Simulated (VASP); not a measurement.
# Be (P6_3/mmc) in VASP: further runs, part 2 of 2

VASP 6.6.1.

## (4) Single point, PBEsol (8.78 Å³/atom)

This run uses another cell than the first one, of 8.78 Å³/atom.

File INCAR:

```
SYSTEM = Be
PREC = Accurate
ENCUT = 520
EDIFF = 1E-7
ISMEAR = -1
SIGMA = 0.1
LREAL = .FALSE.
LASPH = .TRUE.
NELM = 80
ALGO = Normal
ISIF = 2
LWAVE = .FALSE.
LCHARG = .FALSE.
GGA = PS
NBANDS = 9
```

File KPOINTS:

```
regular mesh
0
G
  26 26 15
  0 0 0
```

File POSCAR:

```
Be
1.0
    2.3450082417      0.0000000000      0.0000000000
   -1.1725041209      2.0308367094      0.0000000000
    0.0000000000      0.0000000000      3.6870332975
Be
2
Direct
    0.3333333333      0.6666666667      0.2500000000
    0.6666666667      0.3333333333      0.7500000000
```

Potentials or basis: VASP PAW PBE potentials, release 64 (Be).

Launch:

```sh
cat potpaw_PBE.64/Be/POTCAR > POTCAR
mpirun -np 1 vasp_std > vasp.out
```

OUTCAR:

```text
SYSTEM = Be
   PREC = Accurate
   ENCUT = 520
   EDIFF = 1E-7
   ISMEAR = -1
   LREAL = .FALSE.
   LASPH = .TRUE.
   NELM = 80
   ISIF = 2
   GGA = PS

 ion  position               nearest neighbor table
   1  0.333  0.667  0.250-   2 2.29   2 2.29   2 2.29   2 2.29   2 2.29   2 2.29
   2  0.667  0.333  0.750-   1 2.29   1 2.29   1 2.29   1 2.29   1 2.29   1 2.29

  LATTYP: Found a hexagonal cell.
 ALAT       =     2.3450082417
 C/A-ratio  =     1.5722901233

  Lattice vectors:

 A1 = (   2.3450082417,   0.0000000000,   0.0000000000)
 A2 = (  -1.1725041209,   2.0308367094,   0.0000000000)
 A3 = (   0.0000000000,   0.0000000000,   3.6870332975)

Analysis of symmetry for initial positions (statically):
=====================================================================
 Subroutine PRICEL returns:
 Original cell was already a primitive cell.

 Routine SETGRP: Setting up the symmetry group for a
 hexagonal supercell.

 Subroutine GETGRP returns: Found 24 space group operations
 (whereof 12 operations were pure point group operations)
 out of a pool of 24 trial point group operations.

The static configuration has the point symmetry D_3d.
 The point group associated with its full space group is D_6h.

Analysis of symmetry for dynamics (positions and initial velocities):
=====================================================================
 Subroutine PRICEL returns:
 Original cell was already a primitive cell.

 Routine SETGRP: Setting up the symmetry group for a
 hexagonal supercell.

 Subroutine GETGRP returns: Found 24 space group operations
 (whereof 12 operations were pure point group operations)
 out of a pool of 24 trial point group operations.

The dynamic configuration has the point symmetry D_3d.
 The point group associated with its full space group is D_6h.

 Subroutine INISYM returns: Found 24 space group operations
 (whereof 12 operations are pure point group operations),
 and found     1 'primitive' translations

----------------------------------------------------------------------------------------

                                     Primitive cell

  volume of cell :      17.5589

  direct lattice vectors                    reciprocal lattice vectors
     2.345008242  0.000000000  0.000000000     0.426437734  0.246203940  0.000000000
    -1.172504121  2.030836709  0.000000000     0.000000000  0.492407881  0.000000000
     0.000000000  0.000000000  3.687033298     0.000000000  0.000000000  0.271220767

  length of vectors
     2.345008242  2.345008242  3.687033298     0.492407881  0.492407881  0.271220767

  position of ions in fractional coordinates (direct lattice)
     0.333333333  0.666666667  0.250000000
     0.666666667  0.333333333  0.750000000

  ion indices of the primitive-cell ions
   primitive index   ion index
                 1           1
                 2           2

----------------------------------------------------------------------------------------

 KPOINTS: regular mesh

Automatic generation of k-mesh.
 Grid dimensions read from file:
 generate k-points for:   26   26   15

 Generating k-lattice:

  Cartesian coordinates                     Fractional coordinates (reciprocal lattice)
     0.016401451  0.009469382  0.000000000     0.038461538 -0.000000000  0.000000000
     0.000000000  0.018938765  0.000000000     0.000000000  0.038461538  0.000000000
     0.000000000  0.000000000  0.018081384     0.000000000  0.000000000  0.066666667

  Length of vectors
     0.018938765  0.018938765  0.018081384

  Shift w.r.t. Gamma in fractional coordinates (k-lattice)
     0.000000000  0.000000000  0.000000000

 Subroutine IBZKPT returns following result:
 ===========================================

 Found    560 irreducible k-points:

 Following reciprocal coordinates:
            Coordinates               Weight
  0.000000  0.000000  0.000000      1.000000
  0.038462  0.000000  0.000000      6.000000
  0.076923  0.000000  0.000000      6.000000
  0.115385  0.000000  0.000000      6.000000
  0.153846  0.000000  0.000000      6.000000
  0.192308  0.000000  0.000000      6.000000
[... 16 lines left out ...]
  0.346154  0.038462  0.000000     12.000000
  0.384615  0.038462  0.000000     12.000000
 [... further k-points ...]
   k-points           NKPTS =    560   k-points in BZ     NKDIM =    560   number of bands    NBANDS=      9
   number of dos      NEDOS =    301   number of ions     NIONS =      2
   total plane-waves  NPLWV =   9072
   dimension x,y,z NGX =    18 NGY =   18 NGZ =   28
   dimension x,y,z NGXF=    36 NGYF=   36 NGZF=   56
   ions per type =               2
   NGX,Y,Z   is equivalent  to a cutoff of  12.76, 12.76, 12.63 a.u.
   NGXF,Y,Z  is equivalent  to a cutoff of  25.52, 25.52, 25.25 a.u.
 SYSTEM =  Be
   PREC   = accura    normal or accurate (medium, high low for compatibility)
   ISTART =      0    job   : 0-new  1-cont  2-samecut
   ICHARG =      2    charge: 1-file 2-atom 10-const
   ISPIN  =      1    spin polarized calculation?
   LNONCOLLINEAR =      F non collinear calculations
   LSORBIT =      F    spin-orbit coupling
   LASPH  =      T    aspherical Exc in radial PAW
   ENCUT  =  520.0 eV  38.22 Ry    6.18 a.u.   4.36  4.36  6.86*2*pi/ulx,y,z
   NELM   =     80;   NELMIN=  2; NELMDL= -5     # of ELM steps
   EDIFF  = 0.1E-06   stopping-criterion for ELM
   LREAL  =      F    real-space projection
   EDIFFG = 0.1E-05   stopping-criterion for IOM
   NSW    =      0    number of steps for IOM
   IBRION =     -1    ionic relax: 0-MD 1-quasi-New 2-CG
   NFREE  =      0    steps in history (QN), initial steepest desc. (CG)
   ISIF   =      2    stress and relaxation
   ISYM   =      2    0-nonsym 1-usesym 2-fastsym
   POTIM  = 0.5000    time-step for ionic-motion
   TEBEG  =    0.0;   TEEND  =   0.0 temperature during run
   PSTRESS=    0.0 pullay stress
   NELECT =       4.0000    total number of electrons
   NUPDOWN=      -1.0000    fix difference up-down
   EMIN   =  10.00;   EMAX   =-10.00  energy-range for DOS
   EFERMI =   0.00;   METHOD = LEGACY
   ISMEAR =    -1;   SIGMA  =   0.10  broadening in eV -4-tet -1-fermi 0-gaus
   EFERMI_NEDOS =   21; number of points for ismear=-14 and -15
   IALGO  =     38    algorithm
   IMIX   =      4    mixing-type and parameters
     AMIX     =   0.40;   BMIX     =  1.00
     AMIX_MAG =   1.60;   BMIX_MAG =  1.00
  volume/ion in A,a.u.               =       8.78        59.25
  Fermi-wavevector in a.u.,A,eV,Ry     =   0.999837  1.889419 13.601400  0.999675
  Thomas-Fermi vector in A             =   2.132154
   LORBIT       =      0    0 simple, 1 ext, 2 COOP (PROOUT), +10 PAW based schemes
   GGA     = PS    functional components
   LHFCALC =     F    Hartree Fock is set to
   AEXX    =    0.0000 exact exchange contribution
   IVDW    =     0    specifies the selected vdW correction
   LEPSILON=     F    determine dielectric tensor
   LRPA    =     F    only Hartree local field effects (RPA)
 non-spin polarized calculation
  energy-cutoff  :      520.00
  volume of cell :       17.56
 maximum number of plane-waves:       494
 NGX is ok and might be reduce to    18
   NGX =  9   NGY =  9   NGZ = 13

 number of electron       4.0000000 magnetization

 Free energy of the ion-electron system (eV)
  ---------------------------------------------------
  ext. energy  EPLUGINS =         0.00000000
  ---------------------------------------------------
  free energy    TOTEN  =        -7.92932183 eV

  energy without entropy =       -7.92593504  energy(sigma->0) =       -7.92762843

 E-fermi :   6.2659     XC(G=0): -10.2697

 val. band max:        6.2386833812   @ k =   0.3462   0.0000   0.0000
 cond. band min:       6.3222333732   @ k =   0.3077   0.1154   0.0000
 fundamental gap:      0.0835499920
 Fermi energy:         6.2658798458

 k-point     1 :       0.0000    0.0000    0.0000
  band No.  band energies     occupation
      1      -4.5851      2.00000
      2       2.1073      2.00000
      3       7.0040      0.00124
      4      20.8919      0.00000
      5      20.8919      0.00000
      6      23.5401      0.00000
      7      23.5401      0.00000
      8      25.4470      0.00000
      9      31.5870      0.00000
[... 265 lines left out ...]
 k-point    24 :       0.3846    0.0385    0.0000
  band No.  band energies     occupation
      1      -0.1102      2.00000
      2       5.1172      1.99998
      3       7.6945      0.00000
      4      11.7161      0.00000
      5      14.6828      0.00000
      6      14.8086      0.00000
      7      17.1829      0.00000
      8      21.9425      0.00000
      9      24.3530      0.00000

 [... further k-points ...]

------------------------ aborting loop because EDIFF is reached ----------------------------------------

  FORCE on cell =-STRESS in cart. coord.  units (eV):
  Direction    XX          YY          ZZ          XY          YZ          ZX
  --------------------------------------------------------------------------------------
  -------------------------------------------------------------------------------------
  Total       -1.2302235     -1.2302235     -1.2944140      0.0000000      0.0000000      0.0000000
  in kB     -112.2530495   -112.2530495   -118.1101844      0.0000000      0.0000000      0.0000000
  external PRESSURE =    -114.2054278 kB  Pullay stress =       0.0000000 kB

 VOLUME and BASIS-vectors are now :
 -----------------------------------------------------------------------------
  energy-cutoff  :      520.00
  volume of cell :       17.56
      direct lattice vectors                 reciprocal lattice vectors
     2.345008242  0.000000000  0.000000000     0.426437734  0.246203940  0.000000000
    -1.172504121  2.030836709  0.000000000     0.000000000  0.492407881  0.000000000
     0.000000000  0.000000000  3.687033298     0.000000000  0.000000000  0.271220767

 POSITION                                       TOTAL-FORCE (eV/Angst)
 -----------------------------------------------------------------------------------
     -0.00000      1.35389      0.92176         0.000000      0.000000      0.000000
      1.17250      0.67695      2.76527        -0.000000     -0.000000      0.000000
 -----------------------------------------------------------------------------------
    total drift:                                0.000000     -0.000000      0.000000

  FREE ENERGIE OF THE ION-ELECTRON SYSTEM (eV)
  ---------------------------------------------------
  free  energy   TOTEN  =        -7.9293218251 eV

  energy  without entropy=       -7.9259350351  energy(sigma->0) =       -7.92762843
```

OSZICAR:

```text
N       E                     dE             d eps       ncg     rms          rms(c)
DAV:   1    -0.356022116059E+01   -0.35602E+01   -0.17091E+03 10160   0.358E+02
DAV:   2    -0.790504045863E+01   -0.43448E+01   -0.42278E+01 15456   0.511E+01
DAV:   3    -0.795509202305E+01   -0.50052E-01   -0.49736E-01 11464   0.369E+00
DAV:   4    -0.795516462716E+01   -0.72604E-04   -0.72601E-04 12642   0.153E-01
DAV:   5    -0.795516467320E+01   -0.46044E-07   -0.46083E-07 11190   0.354E-03    0.113E+00
DAV:   6    -0.793739656563E+01    0.17768E-01   -0.14207E-03 10891   0.317E-01    0.684E-01
DAV:   7    -0.792932156059E+01    0.80750E-02   -0.23309E-03 10954   0.340E-01    0.104E-02
DAV:   8    -0.792932126928E+01    0.29131E-06   -0.13881E-05 11271   0.246E-02    0.443E-03
DAV:   9    -0.792932188208E+01   -0.61280E-06   -0.30691E-07 11429   0.396E-03    0.499E-04
DAV:  10    -0.792932182514E+01    0.56938E-07   -0.10951E-09  6875   0.217E-04
   1 F= -.79293218E+01 E0= -.79276284E+01  d E =-.338679E-02
```

stdout:

```text
POSCAR found type information on POSCAR Be
 POSCAR found :  1 types and       2 ions
 scaLAPACK will be used
 -----------------------------------------------------------------------------
|                                                                             |
|                                                                             |
|     You enforced a specific xc type in the INCAR file but a different       |
|     I HOPE YOU KNOW WHAT YOU ARE DOING!                                     |
|                                                                             |
 -----------------------------------------------------------------------------

 LDA part: xc-table for (Slater+PW92), standard interpolation
 POSCAR, INCAR and KPOINTS ok, starting setup
 FFT: planning ... GRIDC
 FFT: planning ... GRID_SOFT
 FFT: planning ... GRID
 WAVECAR not read
 entering main loop
```

It took 31 s on 1 thread of AMD EPYC 9R14 (Zen 4), shared host; peak memory 0.15 GiB.

What came out:

* Free energy: -7.9293 eV
* Pressure: -11.4 GPa
* Band gap on the k mesh: zero (bands 2 and 3 overlap by 1.60 eV)

Caveat: the cell stands under tension; the PAW data sets were made with another functional, which shifts forces and pressure a little.

## (5) Overview

| cell | gap on the mesh (eV) | pressure (GPa) |
| --- | --- | --- |
| a = 2.288, b = 2.288, c = 3.597 Å, angles 90.0, 90.0, 120.0°, 2 atoms | none | -4.3 |
| a = 2.317, b = 2.317, c = 3.643 Å, angles 90.0, 90.0, 120.0°, 2 atoms | none | -8.1 |
| a = 2.345, b = 2.345, c = 3.687 Å, angles 90.0, 90.0, 120.0°, 2 atoms | none | -11.4 |

Alike in all rows: task single point; level PBEsol; potentials or basis VASP PAW PBE potentials, release 64 (Be); no spin polarisation; k mesh 26 × 26 × 15; cutoff (eV) 520; smearing fermi-dirac 0.1 eV.

Caveats: the cell stands under tension; the PAW data sets were made with another functional, which shifts forces and pressure a little.

Absolute energies hang on the potentials; compare differences alone.
